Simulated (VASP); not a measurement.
# BAs (F-43m) in VASP: a series of runs

The runs below take BAs through electric field gradients, with PBE.

All numbers are computed with VASP 6.6.1; they aren't measurements. Logs are shortened: lines on timing, memory, paths and dates and some standing lists are left out, and cuts for length are marked.

### 1 The cell of the first run

Symmetry: F-43m, No. 216, cubic system. The conventional cell has a = 3.693 Å, b = 3.693 Å, c = 3.693 Å, α = 90.00°, β = 90.00°, γ = 90.00°. Within 2.1 Å of B (site symmetry -43m) lie 4 As at 1.60 Å. Within 2.1 Å of As (site symmetry -43m) lie 4 B at 1.60 Å.

### 2 Electric field gradients, PBE (volume scaled by 0.45)

INCAR reads:

```
SYSTEM = BAs
  ALGO = Normal
  EDIFF = 1E-8
  ENCUT = 520
  GGA = PE
  ISIF = 2
  ISMEAR = -1
  LASPH = .True.
  LCHARG = .False.
  LEFG = .True.
  LREAL = .False.
  LWAVE = .False.
  NBANDS = 11
  NELM = 100
  PREC = Accurate
  SIGMA = 0.03
```

KPOINTS reads:

```
k-points
0
Gamma
  10 10 10
  0 0 0
```

POSCAR reads:

```
BAs
1.0
    0.0000000000      1.8465198986      1.8465198986
    1.8465198986      0.0000000000      1.8465198986
    1.8465198986      1.8465198986      0.0000000000
B As
1 1
Direct
    0.7500000000      0.7500000000      0.7500000000
    0.0000000000      0.0000000000      0.0000000000
```

Potentials or basis: VASP PAW PBE potentials, release 64 (B, As).

Started as:

```console
$ cat potpaw_PBE.64/B/POTCAR potpaw_PBE.64/As/POTCAR > POTCAR
$ mpirun -np 1 vasp_std > vasp.out
```

OUTCAR:

```text
SYSTEM = BAs
   EDIFF = 1E-8
   ENCUT = 520
   GGA = PE
   ISIF = 2
   ISMEAR = -1
   LASPH = .True.
   LREAL = .False.
   NELM = 100
   PREC = Accurate

 ion  position               nearest neighbor table
   1  0.750  0.750  0.750-   2 1.60   2 1.60   2 1.60   2 1.60
   2  0.000  0.000  0.000-   1 1.60   1 1.60   1 1.60   1 1.60

  LATTYP: Found a face centered cubic cell.
 ALAT       =     3.6930397972

  Lattice vectors:

 A1 = (   0.0000000000,   1.8465198986,   1.8465198986)
 A2 = (   1.8465198986,   0.0000000000,   1.8465198986)
 A3 = (   1.8465198986,   1.8465198986,   0.0000000000)

Analysis of symmetry for initial positions (statically):
=====================================================================
 Subroutine PRICEL returns:
 Original cell was already a primitive cell.

 Routine SETGRP: Setting up the symmetry group for a
 face centered cubic supercell.

 Subroutine GETGRP returns: Found 24 space group operations
 (whereof 24 operations were pure point group operations)
 out of a pool of 48 trial point group operations.

The static configuration has the point symmetry T_d .

Analysis of symmetry for dynamics (positions and initial velocities):
=====================================================================
 Subroutine PRICEL returns:
 Original cell was already a primitive cell.

 Routine SETGRP: Setting up the symmetry group for a
 face centered cubic supercell.

 Subroutine GETGRP returns: Found 24 space group operations
 (whereof 24 operations were pure point group operations)
 out of a pool of 48 trial point group operations.

The dynamic configuration has the point symmetry T_d .

 Subroutine INISYM returns: Found 24 space group operations
 (whereof 24 operations are pure point group operations),
 and found     1 'primitive' translations

----------------------------------------------------------------------------------------

                                     Primitive cell

  volume of cell :      12.5919

  direct lattice vectors                    reciprocal lattice vectors
     0.000000000  1.846519899  1.846519899    -0.270779644  0.270779644  0.270779644
     1.846519899  0.000000000  1.846519899     0.270779644 -0.270779644  0.270779644
     1.846519899  1.846519899  0.000000000     0.270779644  0.270779644 -0.270779644

  length of vectors
     2.611373484  2.611373484  2.611373484     0.469004100  0.469004100  0.469004100

  position of ions in fractional coordinates (direct lattice)
     0.750000000  0.750000000  0.750000000
     0.000000000  0.000000000  0.000000000

  ion indices of the primitive-cell ions
   primitive index   ion index
                 1           1
                 2           2

----------------------------------------------------------------------------------------

 KPOINTS: k-points

Automatic generation of k-mesh.
 Grid dimensions read from file:
 generate k-points for:   10   10   10

 Generating k-lattice:

  Cartesian coordinates                     Fractional coordinates (reciprocal lattice)
    -0.027077964  0.027077964  0.027077964     0.100000000  0.000000000  0.000000000
     0.027077964 -0.027077964  0.027077964     0.000000000  0.100000000  0.000000000
     0.027077964  0.027077964 -0.027077964     0.000000000  0.000000000  0.100000000

  Length of vectors
     0.046900410  0.046900410  0.046900410

  Shift w.r.t. Gamma in fractional coordinates (k-lattice)
     0.000000000  0.000000000  0.000000000

 Subroutine IBZKPT returns following result:
 ===========================================

 Found     47 irreducible k-points:

 Following reciprocal coordinates:
            Coordinates               Weight
  0.000000  0.000000  0.000000      1.000000
  0.100000  0.000000  0.000000      8.000000
  0.200000  0.000000  0.000000      8.000000
  0.300000  0.000000  0.000000      8.000000
  0.400000  0.000000  0.000000      8.000000
  0.500000  0.000000  0.000000      4.000000
[... 16 lines left out ...]
  0.300000  0.300000  0.000000      6.000000
  0.400000  0.300000  0.000000     24.000000
 [... further k-points ...]
   k-points           NKPTS =     47   k-points in BZ     NKDIM =     47   number of bands    NBANDS=     11
   number of dos      NEDOS =    301   number of ions     NIONS =      2
   total plane-waves  NPLWV =   8000
   dimension x,y,z NGX =    20 NGY =   20 NGZ =   20
   dimension x,y,z NGXF=    40 NGYF=   40 NGZF=   40
   ions per type =               1   1
   NGX,Y,Z   is equivalent  to a cutoff of  12.73, 12.73, 12.73 a.u.
   NGXF,Y,Z  is equivalent  to a cutoff of  25.46, 25.46, 25.46 a.u.
 SYSTEM =  BAs
   PREC   = accura    normal or accurate (medium, high low for compatibility)
   ISTART =      0    job   : 0-new  1-cont  2-samecut
   ICHARG =      2    charge: 1-file 2-atom 10-const
   ISPIN  =      1    spin polarized calculation?
   LNONCOLLINEAR =      F non collinear calculations
   LSORBIT =      F    spin-orbit coupling
   LASPH  =      T    aspherical Exc in radial PAW
   ENCUT  =  520.0 eV  38.22 Ry    6.18 a.u.   4.86  4.86  4.86*2*pi/ulx,y,z
   NELM   =    100;   NELMIN=  2; NELMDL= -5     # of ELM steps
   EDIFF  = 0.1E-07   stopping-criterion for ELM
   LREAL  =      F    real-space projection
   EDIFFG = 0.1E-06   stopping-criterion for IOM
   NSW    =      0    number of steps for IOM
   IBRION =     -1    ionic relax: 0-MD 1-quasi-New 2-CG
   NFREE  =      0    steps in history (QN), initial steepest desc. (CG)
   ISIF   =      2    stress and relaxation
   ISYM   =      2    0-nonsym 1-usesym 2-fastsym
   POTIM  = 0.5000    time-step for ionic-motion
   TEBEG  =    0.0;   TEEND  =   0.0 temperature during run
   PSTRESS=    0.0 pullay stress
   NELECT =       8.0000    total number of electrons
   NUPDOWN=      -1.0000    fix difference up-down
   EMIN   =  10.00;   EMAX   =-10.00  energy-range for DOS
   EFERMI =   0.00;   METHOD = LEGACY
   ISMEAR =    -1;   SIGMA  =   0.03  broadening in eV -4-tet -1-fermi 0-gaus
   EFERMI_NEDOS =   21; number of points for ismear=-14 and -15
   IALGO  =     38    algorithm
   IMIX   =      4    mixing-type and parameters
     AMIX     =   0.40;   BMIX     =  1.00
     AMIX_MAG =   1.60;   BMIX_MAG =  1.00
  volume/ion in A,a.u.               =       6.30        42.49
  Fermi-wavevector in a.u.,A,eV,Ry     =   1.407367  2.659539 26.948830  1.980683
  Thomas-Fermi vector in A             =   2.529634
   LORBIT       =      0    0 simple, 1 ext, 2 COOP (PROOUT), +10 PAW based schemes
   GGA     = PE    functional components
   LHFCALC =     F    Hartree Fock is set to
   AEXX    =    0.0000 exact exchange contribution
   IVDW    =     0    specifies the selected vdW correction
   LEPSILON=     F    determine dielectric tensor
   LRPA    =     F    only Hartree local field effects (RPA)
 non-spin polarized calculation
  energy-cutoff  :      520.00
  volume of cell :       12.59
 maximum number of plane-waves:       346
   NGX =  9   NGY =  9   NGZ =  9

 number of electron       8.0000000 magnetization

 Free energy of the ion-electron system (eV)
  ---------------------------------------------------
  ext. energy  EPLUGINS =         0.00000000
  ---------------------------------------------------
  free energy    TOTEN  =         1.11644344 eV

  energy without entropy =        1.11645963  energy(sigma->0) =        1.11645153

 E-fermi :  18.0228     XC(G=0): -14.2529

 val. band max:       17.8768288563   @ k =   0.0000   0.0000   0.0000
 cond. band min:      18.1688312343   @ k =   0.5000   0.5000   0.0000
 fundamental gap:      0.2920023779
 Fermi energy:        18.0227944391

 k-point     1 :       0.0000    0.0000    0.0000
  band No.  band energies     occupation
      1      -7.1534      2.00000
      2      17.8768      1.98470
      3      17.8768      1.98470
      4      17.8768      1.98470
      5      23.2800      0.00000
      6      23.2800      0.00000
      7      23.2800      0.00000
      8      30.2882      0.00000
      9      35.0624      0.00000
     10      35.0624      0.00000
     11      35.4936      0.00000

 k-point     2 :       0.1000    0.0000    0.0000
  band No.  band energies     occupation
      1      -6.8538      2.00000
      2      15.6450      2.00000
      3      17.2994      2.00000
      4      17.2994      2.00000
      5      24.0362      0.00000
      6      24.0362      0.00000
      7      24.3432      0.00000
      8      29.9549      0.00000
      9      32.3949      0.00000
     10      32.3949      0.00000
     11      34.9475      0.00000
[... 295 lines left out ...]
 k-point    24 :       0.4000    0.3000    0.0000
  band No.  band energies     occupation
      1      -2.0725      2.00000
      2       8.6901      2.00000
      3       9.9458      2.00000
      4      10.7867      2.00000
      5      19.1627      0.00000
      6      21.1250      0.00000
      7      32.9677      0.00000
      8      33.9843      0.00000
      9      37.8489      0.00000
     10      40.4060      0.00000
     11      43.5316      0.00000

 [... further k-points ...]
[... 5 lines left out ...]
  --------------------------------------------------------------------------------------
  -------------------------------------------------------------------------------------
  Total       39.5956643     39.5956643     39.5956643      0.0000000      0.0000000      0.0000000
  in kB     5038.0937407   5038.0937407   5038.0937407      0.0000000      0.0000000      0.0000000
  external PRESSURE =    5038.0937407 kB  Pullay stress =       0.0000000 kB

 VOLUME and BASIS-vectors are now :
 -----------------------------------------------------------------------------
  energy-cutoff  :      520.00
  volume of cell :       12.59
      direct lattice vectors                 reciprocal lattice vectors
     0.000000000  1.846519899  1.846519899    -0.270779644  0.270779644  0.270779644
     1.846519899  0.000000000  1.846519899     0.270779644 -0.270779644  0.270779644
     1.846519899  1.846519899  0.000000000     0.270779644  0.270779644 -0.270779644

 POSITION                                       TOTAL-FORCE (eV/Angst)
 -----------------------------------------------------------------------------------
      2.76978      2.76978      2.76978        -0.000000     -0.000000     -0.000000
      0.00000      0.00000      0.00000         0.000000      0.000000      0.000000
 -----------------------------------------------------------------------------------
    total drift:                                0.000000      0.000000     -0.000000

  FREE ENERGIE OF THE ION-ELECTRON SYSTEM (eV)
  ---------------------------------------------------
  free  energy   TOTEN  =         1.1164434408 eV

  energy  without entropy=        1.1164596289  energy(sigma->0) =        1.11645153

 Electric field gradients (V/A^2)
---------------------------------------------------------------------
 ion       V_xx      V_yy      V_zz      V_xy      V_xz      V_yz
---------------------------------------------------------------------
   1      -0.000    -0.000    -0.000    -0.000    -0.000    -0.000
   2      -0.000     0.000    -0.000     0.000     0.000     0.000
---------------------------------------------------------------------

 Electric field gradients after diagonalization (V/A^2)
 (convention: |V_zz| > |V_xx| > |V_yy|)
----------------------------------------------------------------------
 ion       V_xx      V_yy      V_zz     asymmetry (V_yy - V_xx)/ V_zz
----------------------------------------------------------------------
   1       0.000     0.000    -0.000       0.000
   2      -0.000    -0.000     0.000       0.000
----------------------------------------------------------------------

           NMR quadrupolar parameters

 Cq : quadrupolar parameter    Cq=e*Q*V_zz/h
 eta: asymmetry parameters     (V_yy - V_xx)/ V_zz
 Q  : nuclear electric quadrupole moment in mb (millibarn)
----------------------------------------------------------------------
 ion       Cq(MHz)       eta       Q (mb)
----------------------------------------------------------------------
   1      -0.000       0.000       1.000
   2       0.000       0.000       1.000
----------------------------------------------------------------------
```

Run time: 7.2 s. Hardware: 1 thread of Intel Xeon Platinum 8488C (Sapphire Rapids), shared host; peak memory 0.12 GiB.

What came out:

- Free energy: 1.1164 eV
- Pressure: 503.8 GPa
- Band gap on the k mesh: 0.29 eV, indirect (least direct gap 5.08 eV)

Levels at points of the mesh, in eV from the valence-band top:
```tsv
k point	band 1	band 2	band 3	band 4	band 5	band 6	band 7	band 8
(0.00, 0.00, 0.00)	-25.03	0.00	0.00	0.00	5.40	5.40	5.40	12.41
(0.50, 0.00, 0.00)	-18.30	-16.60	-3.28	-3.28	5.63	5.63	9.04	9.27
(0.50, 0.50, 0.00)	-15.82	-14.29	-8.30	-8.30	0.29	0.96	20.18	20.18
```

Caveat: without QUAD_EFG the Cq values of the log hold for a quadrupole moment of 1 mb, not for the nuclei. A k mesh can miss the band edges.

### 3 Electric field gradients, PBE (volume scaled by 0.75)

INCAR reads:

```
SYSTEM = BAs
PREC = Accurate
ENCUT = 520
EDIFF = 1E-8
ISMEAR = -1
SIGMA = 0.03
LREAL = .False.
LASPH = .True.
NELM = 60
ALGO = Normal
ISIF = 2
LWAVE = .False.
LCHARG = .False.
GGA = PE
LEFG = .True.
NBANDS = 11
```

KPOINTS reads:

```
Automatic mesh
0
Gamma
  10 10 10
  0 0 0
```

POSCAR reads:

```
BAs
1.0
    0.0000000000      2.1892914214      2.1892914214
    2.1892914214      0.0000000000      2.1892914214
    2.1892914214      2.1892914214      0.0000000000
B As
1 1
Direct
    0.7500000000      0.7500000000      0.7500000000
    0.0000000000      0.0000000000      0.0000000000
```

Potentials or basis: VASP PAW PBE potentials, release 64 (B, As).

Started as:

```console
$ cat potpaw_PBE.64/B/POTCAR potpaw_PBE.64/As/POTCAR > POTCAR
$ mpirun -np 1 vasp_std > vasp.out
```

OUTCAR:

```text
SYSTEM = BAs
   PREC = Accurate
   ENCUT = 520
   EDIFF = 1E-8
   ISMEAR = -1
   LREAL = .False.
   LASPH = .True.
   NELM = 60
   ISIF = 2
   GGA = PE

 ion  position               nearest neighbor table
   1  0.750  0.750  0.750-   2 1.90   2 1.90   2 1.90   2 1.90
   2  0.000  0.000  0.000-   1 1.90   1 1.90   1 1.90   1 1.90

  LATTYP: Found a face centered cubic cell.
 ALAT       =     4.3785828428

  Lattice vectors:

 A1 = (   0.0000000000,   2.1892914214,   2.1892914214)
 A2 = (   2.1892914214,   0.0000000000,   2.1892914214)
 A3 = (   2.1892914214,   2.1892914214,   0.0000000000)

Analysis of symmetry for initial positions (statically):
=====================================================================
 Subroutine PRICEL returns:
 Original cell was already a primitive cell.

 Routine SETGRP: Setting up the symmetry group for a
 face centered cubic supercell.

 Subroutine GETGRP returns: Found 24 space group operations
[... 522 lines left out ...]
  volume of cell :       20.99
      direct lattice vectors                 reciprocal lattice vectors
     0.000000000  2.189291421  2.189291421    -0.228384396  0.228384396  0.228384396
     2.189291421  0.000000000  2.189291421     0.228384396 -0.228384396  0.228384396
     2.189291421  2.189291421  0.000000000     0.228384396  0.228384396 -0.228384396

 POSITION                                       TOTAL-FORCE (eV/Angst)
 -----------------------------------------------------------------------------------
      3.28394      3.28394      3.28394        -0.000000     -0.000000     -0.000000
      0.00000      0.00000      0.00000         0.000000      0.000000      0.000000
 -----------------------------------------------------------------------------------
    total drift:                               -0.000000     -0.000000     -0.000000

  FREE ENERGIE OF THE ION-ELECTRON SYSTEM (eV)
  ---------------------------------------------------
  free  energy   TOTEN  =       -10.2627570491 eV

  energy  without entropy=      -10.2627570458  energy(sigma->0) =      -10.26275705

 Electric field gradients (V/A^2)
---------------------------------------------------------------------
 ion       V_xx      V_yy      V_zz      V_xy      V_xz      V_yz
---------------------------------------------------------------------
   1      -0.000     0.000     0.000    -0.000    -0.000    -0.000
   2      -0.000    -0.000    -0.000    -0.000    -0.000    -0.000
---------------------------------------------------------------------

 Electric field gradients after diagonalization (V/A^2)
 (convention: |V_zz| > |V_xx| > |V_yy|)
----------------------------------------------------------------------
 ion       V_xx      V_yy      V_zz     asymmetry (V_yy - V_xx)/ V_zz
----------------------------------------------------------------------
   1       0.000     0.000    -0.000       0.000
   2       0.000     0.000    -0.000       0.000
----------------------------------------------------------------------

           NMR quadrupolar parameters

 Cq : quadrupolar parameter    Cq=e*Q*V_zz/h
 eta: asymmetry parameters     (V_yy - V_xx)/ V_zz
 Q  : nuclear electric quadrupole moment in mb (millibarn)
----------------------------------------------------------------------
 ion       Cq(MHz)       eta       Q (mb)
----------------------------------------------------------------------
   1      -0.000       0.000       1.000
   2      -0.000       0.000       1.000
----------------------------------------------------------------------
```

stdout:

```text
POSCAR found type information on POSCAR B As
 POSCAR found :  2 types and       2 ions
 scaLAPACK will be used
 LDA part: xc-table for (Slater+PW92), standard interpolation
 POSCAR, INCAR and KPOINTS ok, starting setup
 FFT: planning ... GRIDC
 FFT: planning ... GRID_SOFT
 FFT: planning ... GRID
 WAVECAR not read
 entering main loop
ion   1

ion   2
```

Wall time 8.6 s (1 thread of Intel Xeon Platinum 8488C (Sapphire Rapids), shared host); peak memory 0.14 GiB.

Results:

| Item | Value |
| --- | --- |
| Free energy | -10.2628 eV |
| Pressure | 67.4 GPa |
| Band gap on the k mesh | 0.88 eV, indirect (least direct gap 3.68 eV) |

Caveat: without QUAD_EFG the Cq values of the log hold for a quadrupole moment of 1 mb, not for the nuclei. A k mesh can miss the band edges.
